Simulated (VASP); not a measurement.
# Si29C3 (P1) in VASP: a series of runs, part 2 of 2

VASP 6.6.1.

## (3) Single point, PBEsol

File INCAR:

```
SYSTEM = Si29C3
PREC = Accurate
ENCUT = 700
EDIFF = 1E-6
ISMEAR = -1
SIGMA = 0.05
LREAL = Auto
LASPH = .TRUE.
NELM = 120
ALGO = Normal
ISIF = 2
LWAVE = .FALSE.
LCHARG = .FALSE.
GGA = PS
NELECT = 250.0
ISYM = -1
NBANDS = 166
GGA_COMPAT = .FALSE.
```

File KPOINTS:

```
explicit points
1
Reciprocal
  0.25000000   0.25000000   0.25000000 1
```

File POSCAR:

```
Si29C3
1.0
   10.4897820000      0.0000000000      0.0000000000
    0.0000000000     10.4897820000      0.0000000000
    0.0000000000      0.0000000000     10.4897820000
Si C
58 6
Direct
    0.0062230000      0.0057920000      0.0009730000
    0.0012260000      0.9989560000      0.4923510000
    0.0001960000      0.4970410000      0.4920730000
    0.4963910000      0.9985740000      0.0007340000
    0.5020300000      0.9952900000      0.4958860000
    0.5013420000      0.4994950000      0.9949340000
    0.5078760000      0.5016880000      0.5005550000
    0.1291970000      0.1201170000      0.1245600000
    0.1225000000      0.1272000000      0.6281380000
    0.1304290000      0.6317740000      0.1255160000
    0.1245780000      0.6226030000      0.6262070000
    0.6253600000      0.1268980000      0.6259140000
    0.6207860000      0.6239790000      0.1263510000
    0.6265570000      0.6310250000      0.6218550000
    0.2490570000      0.2531810000      0.0006790000
    0.2455890000      0.7492060000      0.0004130000
    0.2472190000      0.7498050000      0.5022720000
    0.7458180000      0.2432250000      0.9997060000
    0.7547710000      0.2479740000      0.4988690000
    0.7456510000      0.7455910000      0.0049490000
    0.7489880000      0.7557720000      0.4969590000
    0.3763510000      0.3774690000      0.1248870000
    0.3719770000      0.3804690000      0.6246520000
    0.3707240000      0.8737590000      0.1223920000
    0.3765000000      0.8771900000      0.6281290000
    0.8779780000      0.3785330000      0.1236330000
    0.8710670000      0.3779400000      0.6165050000
    0.8729680000      0.8735270000      0.1181780000
    0.8798700000      0.8740790000      0.6269210000
    0.2476550000      0.0020130000      0.2493840000
    0.2533340000      0.9993570000      0.7435630000
    0.2487880000      0.5000890000      0.2518230000
    0.2519770000      0.4999270000      0.7525600000
    0.7517560000      0.9971160000      0.2560790000
    0.7475600000      0.9983600000      0.7475890000
    0.7576870000      0.5017280000      0.2519320000
    0.7539900000      0.5023640000      0.7487650000
    0.3808420000      0.1291570000      0.8818340000
    0.3728940000      0.6201800000      0.3711960000
    0.3688110000      0.6239410000      0.8800300000
    0.8817200000      0.1202130000      0.3784850000
    0.8728100000      0.1274000000      0.8774220000
    0.8775440000      0.6255950000      0.3709610000
    0.8751880000      0.6220690000      0.8783330000
    0.0010570000      0.2455300000      0.2445310000
    0.9988570000      0.7482010000      0.2392370000
    0.9986290000      0.7553310000      0.7445230000
    0.5011040000      0.2462690000      0.2521690000
    0.5122910000      0.2526940000      0.7457660000
    0.4990170000      0.7496550000      0.2489720000
    0.5000200000      0.7498700000      0.7410310000
    0.1231970000      0.3742680000      0.8686560000
    0.1268860000      0.8724310000      0.3779880000
    0.1246440000      0.8780700000      0.8766130000
    0.6207830000      0.3774540000      0.3741770000
    0.6259700000      0.3745610000      0.8761270000
    0.6181960000      0.8803360000      0.3736490000
    0.6281040000      0.8795120000      0.8749250000
    0.9961580000      0.5035350000      0.0014190000
    0.6216880000      0.1304690000      0.1252500000
    0.2431640000      0.2511060000      0.5029380000
    0.3887830000      0.1245170000      0.3665940000
    0.0035190000      0.2503170000      0.7536440000
    0.1253290000      0.3772600000      0.3786420000
```

Potentials or basis: VASP PAW PBE potentials, release 64 (Si, C).

On the command line:

```console
$ cat potpaw_PBE.64/Si/POTCAR potpaw_PBE.64/C/POTCAR > POTCAR
$ mpirun -np 1 vasp_std > vasp.out
```

OUTCAR:

```text
SYSTEM = Si29C3
   PREC = Accurate
   ENCUT = 700
   EDIFF = 1E-6
   ISMEAR = -1
   LREAL = Auto
   LASPH = .TRUE.
   NELM = 120
   ISIF = 2
   GGA = PS
   NELECT = 250.0
   ISYM = -1

 ion  position               nearest neighbor table
   1  0.006  0.006  0.001-   8 2.19  54 2.24  42 2.29  28 2.32
   2  0.001  0.999  0.492-  41 2.15  53 2.22  29 2.31   9 2.34
   3  0.000  0.497  0.492-  64 2.17  43 2.26  27 2.26  11 2.33
   4  0.496  0.999  0.001-  38 2.21  24 2.25  58 2.28  60 2.31
   5  0.502  0.995  0.496-  57 2.14  62 2.26  25 2.28  12 2.33
   6  0.501  0.499  0.995-  56 2.23  40 2.26  13 2.27  22 2.28
[... 52 lines left out ...]
  59  0.996  0.504  0.001-  44 2.20  26 2.21  10 2.34  52 2.36
  60  0.622  0.130  0.125-  18 2.20  48 2.20   4 2.31  34 2.39
  61  0.243  0.251  0.503-   9 2.24  23 2.30
  62  0.389  0.125  0.367-  48 2.11   5 2.26  30 2.31
  63  0.004  0.250  0.754-  52 2.17   9 2.23  42 2.29  27 2.41
  64  0.125  0.377  0.379-   3 2.17  32 2.26  45 2.36

IMPORTANT INFORMATION: All symmetrisations will be switched off!
NOSYMM: (Re-)initialisation of all symmetry stuff for point group C_1.

----------------------------------------------------------------------------------------

                                     Primitive cell

  volume of cell :    1154.2487

  direct lattice vectors                    reciprocal lattice vectors
    10.489782000  0.000000000  0.000000000     0.095330866  0.000000000  0.000000000
     0.000000000 10.489782000  0.000000000     0.000000000  0.095330866  0.000000000
     0.000000000  0.000000000 10.489782000     0.000000000  0.000000000  0.095330866

  length of vectors
    10.489782000 10.489782000 10.489782000     0.095330866  0.095330866  0.095330866

  position of ions in fractional coordinates (direct lattice)
     0.006223000  0.005792000  0.000973000
     0.001226000  0.998956000  0.492351000
     0.000196000  0.497041000  0.492073000
     0.496391000  0.998574000  0.000734000
     0.502030000  0.995290000  0.495886000
     0.501342000  0.499495000  0.994934000
[... 56 lines left out ...]
     0.003519000  0.250317000  0.753644000
     0.125329000  0.377260000  0.378642000

  ion indices of the primitive-cell ions
   primitive index   ion index
                 1           1
                 2           2
                 3           3
                 4           4
                 5           5
                 6           6
[... 56 lines left out ...]
                63          63
                64          64

----------------------------------------------------------------------------------------

 KPOINTS: explicit points

Read explicit list of k-points.

 Found      1 k-points:

 Following reciprocal coordinates:
            Coordinates               Weight
  0.250000  0.250000  0.250000      1.000000
   k-points           NKPTS =      1   k-points in BZ     NKDIM =      1   number of bands    NBANDS=    166
   number of dos      NEDOS =    301   number of ions     NIONS =     64
   total plane-waves  NPLWV = 884736
   dimension x,y,z NGX =    96 NGY =   96 NGZ =   96
   dimension x,y,z NGXF=   192 NGYF=  192 NGZF=  192
   ions per type =              58   6
   NGX,Y,Z   is equivalent  to a cutoff of  15.21, 15.21, 15.21 a.u.
   NGXF,Y,Z  is equivalent  to a cutoff of  30.43, 30.43, 30.43 a.u.
 SYSTEM =  Si29C3
   PREC   = accura    normal or accurate (medium, high low for compatibility)
   ISTART =      0    job   : 0-new  1-cont  2-samecut
   ICHARG =      2    charge: 1-file 2-atom 10-const
   ISPIN  =      1    spin polarized calculation?
   LNONCOLLINEAR =      F non collinear calculations
   LSORBIT =      F    spin-orbit coupling
   LASPH  =      T    aspherical Exc in radial PAW
   ENCUT  =  700.0 eV  51.45 Ry    7.17 a.u.  22.63 22.63 22.63*2*pi/ulx,y,z
   NELM   =    120;   NELMIN=  2; NELMDL= -5     # of ELM steps
   EDIFF  = 0.1E-05   stopping-criterion for ELM
   LREAL  =      T    real-space projection
   EDIFFG = 0.1E-04   stopping-criterion for IOM
   NSW    =      0    number of steps for IOM
   IBRION =     -1    ionic relax: 0-MD 1-quasi-New 2-CG
   NFREE  =      0    steps in history (QN), initial steepest desc. (CG)
   ISIF   =      2    stress and relaxation
   ISYM   =     -1    0-nonsym 1-usesym 2-fastsym
   POTIM  = 0.5000    time-step for ionic-motion
   TEBEG  =    0.0;   TEEND  =   0.0 temperature during run
   PSTRESS=    0.0 pullay stress
   NELECT =     250.0000    total number of electrons
   NUPDOWN=      -1.0000    fix difference up-down
   EMIN   =  10.00;   EMAX   =-10.00  energy-range for DOS
   EFERMI =   0.00;   METHOD = LEGACY
   ISMEAR =    -1;   SIGMA  =   0.05  broadening in eV -4-tet -1-fermi 0-gaus
   EFERMI_NEDOS =   21; number of points for ismear=-14 and -15
   IALGO  =     38    algorithm
   IMIX   =      4    mixing-type and parameters
     AMIX     =   0.40;   BMIX     =  1.00
     AMIX_MAG =   1.60;   BMIX_MAG =  1.00
  volume/ion in A,a.u.               =      18.04       121.71
  Fermi-wavevector in a.u.,A,eV,Ry     =   0.983154  1.857892 13.151289  0.966592
  Thomas-Fermi vector in A             =   2.114291
   LORBIT       =      0    0 simple, 1 ext, 2 COOP (PROOUT), +10 PAW based schemes
   GGA     = PS    functional components
   LHFCALC =     F    Hartree Fock is set to
   AEXX    =    0.0000 exact exchange contribution
   IVDW    =     0    specifies the selected vdW correction
   LEPSILON=     F    determine dielectric tensor
   LRPA    =     F    only Hartree local field effects (RPA)
 non-spin polarized calculation
  energy-cutoff  :      700.00
  volume of cell :     1154.25
 maximum number of plane-waves:     48482
 NGX is ok and might be reduce to    90
   NGX = 45   NGY = 45   NGZ = 45

 number of electron     249.9999999 magnetization

 Free energy of the ion-electron system (eV)
  ---------------------------------------------------
  ext. energy  EPLUGINS =         0.00000000
  ---------------------------------------------------
  free energy    TOTEN  =      -401.80879509 eV

  energy without entropy =     -401.62541963  energy(sigma->0) =     -401.71710736

 E-fermi :   5.3792     XC(G=0):  -9.7538

 val. band max:        5.3360766045   @ k =   0.2500   0.2500   0.2500
 cond. band min:       5.3813251997   @ k =   0.2500   0.2500   0.2500
 fundamental gap:      0.0452485953
 Fermi energy:         5.3791680579

 k-point     1 :       0.2500    0.2500    0.2500
  band No.  band energies     occupation
      1      -6.2154      2.00000
      2      -5.6791      2.00000
      3      -5.6379      2.00000
      4      -5.5950      2.00000
      5      -5.1382      2.00000
      6      -5.0965      2.00000
[... 129 lines left out ...]
    136       7.7047      0.00000
    137       7.8045      0.00000
 [bands above 137 left out]

------------------------ aborting loop because EDIFF is reached ----------------------------------------

  FORCE on cell =-STRESS in cart. coord.  units (eV):
  Direction    XX          YY          ZZ          XY          YZ          ZX
  --------------------------------------------------------------------------------------
  -------------------------------------------------------------------------------------
  Total      -28.6265229    -27.9281585    -29.7897345    -19.1882110      1.7303191     -7.1635760
  in kB      -39.7356017    -38.7662234    -41.3502202    -26.6345694      2.4018030     -9.9435410
  external PRESSURE =     -39.9506818 kB  Pullay stress =       0.0000000 kB

 VOLUME and BASIS-vectors are now :
 -----------------------------------------------------------------------------
  energy-cutoff  :      700.00
  volume of cell :     1154.25
      direct lattice vectors                 reciprocal lattice vectors
    10.489782000  0.000000000  0.000000000     0.095330866  0.000000000  0.000000000
     0.000000000 10.489782000  0.000000000     0.000000000  0.095330866  0.000000000
     0.000000000  0.000000000 10.489782000     0.000000000  0.000000000  0.095330866

 POSITION                                       TOTAL-FORCE (eV/Angst)
 -----------------------------------------------------------------------------------
      0.06528      0.06076      0.01021        -1.142588     -0.464576     -0.275841
      0.01286     10.47883      5.16465         0.890845     -0.128976      2.096532
      0.00206      5.21385      5.16174         2.820181     -1.461578     -0.967961
      5.20703     10.47482      0.00770         2.586294      1.775475      2.158168
      5.26619     10.44038      5.20174        -2.460850      3.654458     -0.229454
      5.25897      5.23959     10.43664        -0.051802      0.232122      0.785092
[... 56 lines left out ...]
      0.03691      2.62577      7.90556         0.265552      0.205266      0.180679
      1.31467      3.95738      3.97187        -0.092888     -0.655088     -0.371335
 -----------------------------------------------------------------------------------
    total drift:                                0.004619      0.053954      0.023147

  FREE ENERGIE OF THE ION-ELECTRON SYSTEM (eV)
  ---------------------------------------------------
  free  energy   TOTEN  =      -401.8087950887 eV

  energy  without entropy=     -401.6254196326  energy(sigma->0) =     -401.71710736
```

It took 8 min on 1 thread of Intel Xeon 6975P-C (Granite Rapids), shared host; peak memory 1.6 GiB.

Results:

```
Free energy   : -401.8088 eV
Largest force : 4.421 eV/Å
```

Forces on the atoms (eV/Å):
```
Si  -1.143 -0.465 -0.276
Si   0.891 -0.129  2.097
Si   2.820 -1.462 -0.968
Si   2.586  1.775  2.158
Si  -2.461  3.654 -0.229
Si  -0.052  0.232  0.785
Si  -1.082  0.367  0.280
Si   0.031  1.122 -0.108
Si  -0.557  3.154 -0.674
Si  -2.276 -3.480 -1.501
Si  -0.590 -0.520 -0.355
Si   0.134 -1.099 -1.427
Si   0.135 -0.970  0.122
Si   0.541 -0.793  0.176
Si   0.082  0.282  0.121
Si   0.559  0.962 -0.606
Si   1.187 -0.140  0.192
Si  -1.539 -0.572  3.098
Si  -0.604  0.002 -0.380
Si   0.305  0.565 -0.816
Si   0.811  0.160 -0.205
Si  -0.219 -0.393 -0.001
Si  -1.017 -2.752 -2.154
Si   0.071 -0.120  0.409
Si  -0.344 -0.519 -1.541
Si   1.402  0.976 -2.498
Si   1.915 -1.567  2.135
Si  -0.099  0.685  0.019
Si  -1.298  0.844 -1.335
Si   2.796  1.240  2.686
Si  -0.006  1.218  1.788
Si  -1.989 -2.282  1.586
Si  -0.454  0.441 -0.099
Si  -0.996  2.042 -2.182
Si   1.252  0.724  0.151
Si  -1.114 -0.261 -0.276
Si  -0.315 -0.027  0.123
Si  -0.757  0.113 -1.742
Si   0.157  0.553  0.949
Si   0.999  0.504 -0.978
Si  -1.149  1.041 -1.433
Si   1.996  0.818 -2.701
Si  -0.136  0.755  0.451
Si   2.186 -1.376  1.527
Si   1.660  2.210  2.234
Si   0.076  1.051  1.368
Si   0.963 -1.123  1.802
Si  -0.051 -3.295 -0.195
Si  -1.945  0.517  0.603
Si  -0.297  0.397  0.320
Si  -0.025  0.126  2.240
Si  -3.989 -0.720  0.208
Si  -0.317 -0.494 -1.393
Si  -0.002 -0.248 -1.037
Si   1.153 -0.805 -0.501
Si   0.585  0.236 -0.463
Si   0.739 -1.554 -0.982
Si  -0.861 -1.300  0.044
C    0.155  0.095 -0.058
C   -0.176 -0.399 -0.308
C    0.181  1.171  0.194
C   -0.681 -0.720 -0.256
C    0.266  0.205  0.181
C   -0.093 -0.655 -0.371
```

Caveat: the cell carries a net charge on a neutralising background, which shifts energy and pressure; the cell is charged against a uniform background, so pressure and absolute levels hang on convention; the PAW data sets were made with another functional, which shifts forces and pressure a little.

## (4) Single point, PBEsol

File INCAR:

```
SYSTEM = Si29C3
PREC = Accurate ; ENCUT = 700
EDIFF = 1E-6 ; ISMEAR = -1
SIGMA = 0.05 ; LREAL = Auto
LASPH = .True. ; NELM = 120
ALGO = Normal ; ISIF = 2
LWAVE = .False. ; LCHARG = .True.
GGA = PS ; LELF = .True.
LVHAR = .True. ; NELECT = 255.0
ISYM = -1 ; NBANDS = 166
GGA_COMPAT = .False.
```

KPOINTS is that of step 3.

POSCAR is that of step 3.

Potentials or basis: VASP PAW PBE potentials, release 64 (Si, C).

On the command line:

```console
$ cat potpaw_PBE.64/Si/POTCAR potpaw_PBE.64/C/POTCAR > POTCAR
$ mpirun -np 1 vasp_std > vasp.out
```

OUTCAR:

```text
SYSTEM = Si29C3
   PREC = Accurate
   ENCUT = 700
   EDIFF = 1E-6
   ISMEAR = -1
   LREAL = Auto
   LASPH = .True.
   NELM = 120
   ISIF = 2
   GGA = PS
   NELECT = 255.0
   ISYM = -1

 ion  position               nearest neighbor table
   1  0.006  0.006  0.001-   8 2.19  54 2.24  42 2.29  28 2.32
   2  0.001  0.999  0.492-  41 2.15  53 2.22  29 2.31   9 2.34
[... 445 lines left out ...]
  -------------------------------------------------------------------------------------
  Total       23.1372075     21.8688450     20.7122936    -21.9705609     -1.2475335    -10.3957398
  in kB       32.1160508     30.3554755     28.7501019    -30.4966643     -1.7316631    -14.4300088
  external PRESSURE =      30.4072094 kB  Pullay stress =       0.0000000 kB

 VOLUME and BASIS-vectors are now :
 -----------------------------------------------------------------------------
  energy-cutoff  :      700.00
  volume of cell :     1154.25
      direct lattice vectors                 reciprocal lattice vectors
    10.489782000  0.000000000  0.000000000     0.095330866  0.000000000  0.000000000
     0.000000000 10.489782000  0.000000000     0.000000000  0.095330866  0.000000000
     0.000000000  0.000000000 10.489782000     0.000000000  0.000000000  0.095330866

 POSITION                                       TOTAL-FORCE (eV/Angst)
 -----------------------------------------------------------------------------------
      0.06528      0.06076      0.01021        -1.319430     -0.640043     -0.484701
      0.01286     10.47883      5.16465         0.787403     -0.417299      2.006579
      0.00206      5.21385      5.16174         2.594288     -1.612633     -1.033405
      5.20703     10.47482      0.00770         2.394778      1.559680      1.815583
      5.26619     10.44038      5.20174        -2.586454      3.476201     -0.317527
      5.25897      5.23959     10.43664        -0.282243      0.117829      0.604965
[... 56 lines left out ...]
      0.03691      2.62577      7.90556         0.024721      0.172456     -0.124614
      1.31467      3.95738      3.97187        -0.006251     -0.376673     -0.214574
 -----------------------------------------------------------------------------------
    total drift:                                0.004669      0.054404      0.022802

  FREE ENERGIE OF THE ION-ELECTRON SYSTEM (eV)
  ---------------------------------------------------
  free  energy   TOTEN  =      -373.4173159744 eV

  energy  without entropy=     -373.3140529551  energy(sigma->0) =     -373.36568446
```

stdout:

```text
POSCAR found type information on POSCAR SiC
 POSCAR found :  2 types and      64 ions
 scaLAPACK will be used
 -----------------------------------------------------------------------------
|                                                                             |
|                                                                             |
|     You enforced a specific xc type in the INCAR file but a different       |
|     I HOPE YOU KNOW WHAT YOU ARE DOING!                                     |
|                                                                             |
 -----------------------------------------------------------------------------

 LDA part: xc-table for (Slater+PW92), standard interpolation
 POSCAR, INCAR and KPOINTS ok, starting setup
 FFT: planning ... GRIDC
 FFT: planning ... GRID_SOFT
 FFT: planning ... GRID
 WAVECAR not read
 entering main loop
 the old and the new charge density differ
 old charge density:   256.00000 new  255.00000
    0.307E+01
```

Wall time 9.2 min (1 thread of Intel Xeon 6975P-C (Granite Rapids), shared host); peak memory 1.6 GiB.

What came out:

* Free energy: -373.4173 eV
* Largest force: 4.344 eV/Å

Forces on the atoms (eV/Å):
```
Si  -1.319 -0.640 -0.485
Si   0.787 -0.417  2.007
Si   2.594 -1.613 -1.033
Si   2.395  1.560  1.816
Si  -2.586  3.476 -0.318
Si  -0.282  0.118  0.605
Si  -1.435  0.193  0.133
Si   0.090  1.467  0.166
Si  -0.393  3.215 -0.552
Si  -2.237 -3.253 -1.186
Si  -0.421 -0.186 -0.254
Si   0.410 -0.866 -1.348
Si   0.378 -0.679  0.390
Si   0.716 -0.611  0.216
Si  -0.105  0.045 -0.166
Si   0.491  0.718 -0.797
Si   1.080 -0.490  0.073
Si  -1.659 -0.495  2.801
Si  -0.823 -0.190 -0.522
Si   0.178  0.216 -1.120
Si   0.640 -0.059 -0.240
Si  -0.001 -0.372  0.337
Si  -0.660 -2.549 -1.954
Si   0.217  0.186  0.669
Si  -0.166 -0.316 -1.573
Si   1.449  1.090 -2.188
Si   2.113 -1.483  2.235
Si   0.015  0.916  0.327
Si  -1.206  1.171 -1.272
Si   2.683  0.847  2.384
Si  -0.194  1.098  1.740
Si  -2.058 -2.375  1.321
Si  -0.648  0.191 -0.278
Si  -1.169  1.938 -2.465
Si   1.122  0.510 -0.008
Si  -1.373 -0.418 -0.555
Si  -0.469 -0.192  0.062
Si  -0.504  0.319 -1.615
Si   0.404  0.847  1.159
Si   1.190  0.690 -0.860
Si  -1.076  1.343 -1.283
Si   2.165  0.851 -2.445
Si   0.021  0.899  0.553
Si   2.179 -0.928  1.630
Si   1.540  1.861  1.981
Si   0.042  0.828  1.169
Si   0.778 -1.547  1.789
Si  -0.245 -3.167 -0.577
Si  -2.305  0.316  0.521
Si  -0.511  0.080  0.057
Si  -0.205 -0.071  2.175
Si  -3.790 -0.506  0.559
Si  -0.231 -0.094 -1.233
Si   0.134 -0.042 -0.934
Si   1.454 -0.805 -0.263
Si   0.808  0.306 -0.352
Si   0.950 -1.344 -0.810
Si  -0.763 -1.066  0.313
C    0.187 -0.278 -0.431
C    0.052 -0.419  0.178
C    0.105  0.976  0.077
C   -0.551 -0.600  0.013
C    0.025  0.172 -0.125
C   -0.006 -0.377 -0.215
```

Levels at points of the mesh, in eV from the Fermi level:
```
           k point  band 125  band 126  band 127  band 128  band 129  band 130  band 131  band 132
(0.25, 0.25, 0.25)     -0.57     -0.52     -0.10     -0.02      0.75      0.83      0.91      1.14
```

Caveat: the cell carries a net charge on a neutralising background, which shifts energy and pressure; the cell is charged against a uniform background, so pressure and absolute levels hang on convention; the PAW data sets were made with another functional, which shifts forces and pressure a little.
